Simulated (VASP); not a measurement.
# AlN (P6_3mc) in VASP: a series of runs, part 3 of 3

VASP 6.6.1. Earlier steps stand in the parts before.

## (6) Single point, PBE (strain +0.000 along x and y, -0.050 along z)

Input file INCAR:

```
SYSTEM = AlN
ALGO = Normal
EDIFF = 1E-6
ENCUT = 520
GGA = PE
ISIF = 2
ISMEAR = 0
LASPH = .True.
LCHARG = .True.
LELF = .True.
LREAL = .False.
LVHAR = .True.
LWAVE = .False.
NBANDS = 16
NELM = 80
PREC = Accurate
SIGMA = 0.05
```

Input file KPOINTS:

```
k-points
0
Gamma
  9 9 6
  0 0 0
```

Input file POSCAR:

```
AlN
1.0
    3.1110021516      0.0000000000      0.0000000000
   -1.5555010758      2.6942068945      0.0000000000
    0.0000000000      0.0000000000      4.7291000000
Al N
2 2
Direct
    0.3333333333      0.6666666667      0.0000000000
    0.6666666667      0.3333333333      0.5000000000
    0.3333333333      0.6666666667      0.3850000000
    0.6666666667      0.3333333333      0.8850000000
```

Potentials or basis: VASP PAW PBE potentials, release 64 (Al, N).

Run with:

```sh
cat potpaw_PBE.64/Al/POTCAR potpaw_PBE.64/N/POTCAR > POTCAR
mpirun -np 1 vasp_std > vasp.out
```

OUTCAR:

```text
SYSTEM = AlN
   EDIFF = 1E-6
   ENCUT = 520
   GGA = PE
   ISIF = 2
   ISMEAR = 0
   LASPH = .True.
   LREAL = .False.
   NELM = 80
   PREC = Accurate

 ion  position               nearest neighbor table
   1  0.333  0.667  0.000-   3 1.82   4 1.88   4 1.88   4 1.88   2 2.97   2 2.97   2 2.97   2 2.97
                             2 2.97   2 2.97
   2  0.667  0.333  0.500-   4 1.82   3 1.88   3 1.88   3 1.88   1 2.97   1 2.97   1 2.97   1 2.97
                             1 2.97   1 2.97
   3  0.333  0.667  0.385-   1 1.82   2 1.88   2 1.88   2 1.88
   4  0.667  0.333  0.885-   2 1.82   1 1.88   1 1.88   1 1.88

  LATTYP: Found a hexagonal cell.
 ALAT       =     3.1110021516
 C/A-ratio  =     1.5201210959

  Lattice vectors:

 A1 = (   3.1110021516,   0.0000000000,   0.0000000000)
 A2 = (  -1.5555010758,   2.6942068945,   0.0000000000)
 A3 = (   0.0000000000,   0.0000000000,   4.7291000000)

Analysis of symmetry for initial positions (statically):
=====================================================================
 Subroutine PRICEL returns:
 Original cell was already a primitive cell.

 Routine SETGRP: Setting up the symmetry group for a
 hexagonal supercell.

 Subroutine GETGRP returns: Found 12 space group operations
 (whereof  6 operations were pure point group operations)
 out of a pool of 24 trial point group operations.

The static configuration has the point symmetry C_3v.
 The point group associated with its full space group is C_6v.

Analysis of symmetry for dynamics (positions and initial velocities):
=====================================================================
 Subroutine PRICEL returns:
 Original cell was already a primitive cell.

 Routine SETGRP: Setting up the symmetry group for a
 hexagonal supercell.
[... 122 lines left out ...]
   NUPDOWN=      -1.0000    fix difference up-down
   EMIN   =  10.00;   EMAX   =-10.00  energy-range for DOS
   EFERMI =   0.00;   METHOD = LEGACY
   ISMEAR =     0;   SIGMA  =   0.05  broadening in eV -4-tet -1-fermi 0-gaus
   EFERMI_NEDOS =   21; number of points for ismear=-14 and -15
   IALGO  =     38    algorithm
   IMIX   =      4    mixing-type and parameters
     AMIX     =   0.40;   BMIX     =  1.00
     AMIX_MAG =   1.60;   BMIX_MAG =  1.00
  volume/ion in A,a.u.               =       9.91        66.87
  Fermi-wavevector in a.u.,A,eV,Ry     =   1.209887  2.286355 19.916578  1.463827
  Thomas-Fermi vector in A             =   2.345451
   LORBIT       =      0    0 simple, 1 ext, 2 COOP (PROOUT), +10 PAW based schemes
   GGA     = PE    functional components
   LHFCALC =     F    Hartree Fock is set to
   AEXX    =    0.0000 exact exchange contribution
   IVDW    =     0    specifies the selected vdW correction
   LEPSILON=     F    determine dielectric tensor
   LRPA    =     F    only Hartree local field effects (RPA)
 non-spin polarized calculation
 Gauss-broadening in eV      SIGMA  =   0.05
  energy-cutoff  :      520.00
  volume of cell :       39.64
 maximum number of plane-waves:      1091
 NGX is ok and might be reduce to    24
   NGX = 11   NGY = 11   NGZ = 17

 number of electron      15.9999998 magnetization

 Free energy of the ion-electron system (eV)
  ---------------------------------------------------
  ext. energy  EPLUGINS =         0.00000000
  ---------------------------------------------------
  free energy    TOTEN  =       -29.57066644 eV

  energy without entropy =      -29.57066644  energy(sigma->0) =      -29.57066644

 E-fermi :   7.1814     XC(G=0): -11.1382

 val. band max:        6.8860004305   @ k =   0.0000   0.0000   0.0000
 cond. band min:      11.3507535152   @ k =   0.0000   0.0000   0.0000
 fundamental gap:      4.4647530847
 Fermi energy:         7.1813707271

 k-point     1 :       0.0000    0.0000    0.0000
  band No.  band energies     occupation
      1      -8.8473      2.00000
      2      -6.2948      2.00000
      3       0.6082      2.00000
      4       5.5496      2.00000
      5       5.5496      2.00000
      6       6.3730      2.00000
[... 433 lines left out ...]
      3       1.6726      2.00000
      4       2.3551      2.00000
      5       2.3551      2.00000
      6       4.0344      2.00000
[... 8 lines left out ...]
     15      19.9273      0.00000
     16      22.1473      0.00000

 [... further k-points ...]
[... 5 lines left out ...]
  --------------------------------------------------------------------------------------
  -------------------------------------------------------------------------------------
  Total        2.1168436      2.1168436      7.2399705      0.0000000      0.0000000      0.0000000
  in kB       85.5637110     85.5637110    292.6426527      0.0000000      0.0000000      0.0000000
  external PRESSURE =     154.5900249 kB  Pullay stress =       0.0000000 kB

 VOLUME and BASIS-vectors are now :
 -----------------------------------------------------------------------------
  energy-cutoff  :      520.00
  volume of cell :       39.64
      direct lattice vectors                 reciprocal lattice vectors
     3.111002152  0.000000000  0.000000000     0.321439829  0.185583372  0.000000000
    -1.555501076  2.694206895  0.000000000     0.000000000  0.371166744  0.000000000
     0.000000000  0.000000000  4.729100000     0.000000000  0.000000000  0.211456725

 POSITION                                       TOTAL-FORCE (eV/Angst)
 -----------------------------------------------------------------------------------
     -0.00000      1.79614      0.00000        -0.000000     -0.000000     -0.711576
      1.55550      0.89807      2.36455        -0.000000      0.000000     -0.711576
     -0.00000      1.79614      1.82070         0.000000     -0.000000      0.711576
      1.55550      0.89807      4.18525        -0.000000      0.000000      0.711576
 -----------------------------------------------------------------------------------
    total drift:                               -0.000000      0.000000     -0.000222

  FREE ENERGIE OF THE ION-ELECTRON SYSTEM (eV)
  ---------------------------------------------------
  free  energy   TOTEN  =       -29.5706664364 eV

  energy  without entropy=      -29.5706664364  energy(sigma->0) =      -29.57066644
```

stdout:

```text
POSCAR found type information on POSCAR AlN
 POSCAR found :  2 types and       4 ions
 scaLAPACK will be used
 LDA part: xc-table for (Slater+PW92), standard interpolation
 POSCAR, INCAR and KPOINTS ok, starting setup
 FFT: planning ... GRIDC
 FFT: planning ... GRID_SOFT
 FFT: planning ... GRID
 WAVECAR not read
 entering main loop
```

Wall time 15 s (1 thread of AMD EPYC 9R45 (Zen 5), shared host); peak memory 0.13 GiB.

What came out:

| Property | Result |
| --- | --- |
| Free energy | -29.5707 eV |
| Pressure | 15.5 GPa |
| Largest force | 0.712 eV/Å |
| Band gap on the k mesh | 4.46 eV, direct |

Forces in eV/Å, atoms in the order of the input:
```
Al   0.000  0.000 -0.712
Al   0.000  0.000 -0.712
N    0.000  0.000  0.712
N    0.000  0.000  0.712
```

Stress tensor (GPa, compression positive):
```
 8.56  0.00  0.00
 0.00  8.56  0.00
 0.00  0.00 29.26
```

Caveat: the cell differs from its parent crystal (strain +0.000 along x and y, -0.050 along z). A k mesh can miss the band edges.

## (7) Summary

```tsv
cell	gap on the mesh (eV)	pressure (GPa)	largest force (eV/Å)
a = 3.033, b = 3.033, c = 4.729 Å, angles 90.0, 90.0, 120.0°, 4 atoms	5.01	29.4	0.33
a = 2.955, b = 2.955, c = 5.102 Å, angles 90.0, 90.0, 120.0°, 4 atoms	4.84	26.0	1.16
a = 3.033, b = 3.033, c = 4.854 Å, angles 90.0, 90.0, 120.0°, 4 atoms	4.85	22.2	0.19
a = 2.955, b = 2.955, c = 5.227 Å, angles 90.0, 90.0, 120.0°, 4 atoms	4.43	20.9	1.22
a = 3.111, b = 3.111, c = 4.729 Å, angles 90.0, 90.0, 120.0°, 4 atoms	4.46	15.5	0.71
```

Alike in all rows: task single point; level PBE; potentials or basis VASP PAW PBE potentials, release 64 (Al, N); no spin polarisation; k mesh 9 × 9 × 6; cutoff (eV) 520; smearing gaussian 0.05 eV.

Caveats: forces of over 1 eV/Å act on the atoms, so gaps and moduli don't describe the material at rest (some runs).

Total energies depend on the potentials used, so only differences within one code and one set of settings carry meaning.
